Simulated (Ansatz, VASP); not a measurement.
Two plane-wave programs on CsI

```
CELL_PARAMETERS angstrom
4.66547 0.00000 0.00000
0.00000 4.66547 0.00000
0.00000 0.00000 4.66547
ATOMIC_POSITIONS crystal
Cs 0.00000 0.00000 0.00000
I 0.50000 0.50000 0.50000
```

Alike in both runs: task single point; functional PBE; k mesh 8 × 8 × 8; occupations gaussian, width 0.05 eV; non-collinear spin, spin-orbit coupling.

```csv
,VASP,Ansatz
version,VASP 6.6.1,Ansatz 0.2.0
potentials or method,"VASP PAW PBE potentials, release 64 (Cs_sv, I), cutoff 500 eV","plane waves, PAW"
valence electrons in the cell,16,26
```

```csv
,VASP,Ansatz,Ansatz less VASP
pressure (GPa),0.0,0.0,-0.02
```

With one functional, cell and mesh, what is left measures potentials, basis and numerics. VASP's potentials hold 16 valence electrons a cell and Ansatz's 26, so a difference there can come from the potentials and not from the codes.
